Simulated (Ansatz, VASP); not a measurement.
## Two plane-wave programs on HPt2

```
CELL_PARAMETERS angstrom
-1.53072 1.53072 3.75505
1.53072 -1.53072 3.75505
1.53072 1.53072 -3.75505
ATOMIC_POSITIONS crystal
H 0.00000 0.00000 0.00000
Pt 0.66500 0.66500 0.00000
Pt 0.33500 0.33500 0.00000
```

Alike in both runs: task single point; functional PBE; k mesh 8 × 8 × 8; occupations gaussian, width 0.1 eV; no spin polarisation.

|  | VASP | Ansatz |
| --- | --- | --- |
| version | VASP 6.6.1 | Ansatz 0.2.0 |
| potentials or method | VASP PAW PBE potentials, release 64 (H, Pt), cutoff 520 eV | scalar-relativistic, plane waves, PAW |
| valence electrons in the cell | 21 | 37 |

```csv
,VASP,Ansatz,Ansatz less VASP
gap on the k mesh at the Fermi level (eV),none,none,-
rms of the force components (eV/Å),0.873,0.885,+0.0126
```

Atom by atom the forces differ by 0.013 eV/Å (rms over components). A gap of «none» marks a metal or a gap that the smearing closes. VASP's potentials hold 21 valence electrons a cell and Ansatz's 37, so a difference there can come from the potentials and not from the codes.

The k mesh is coarse, so the values compare programs but aren't converged. Neither program's run includes spin-orbit coupling.
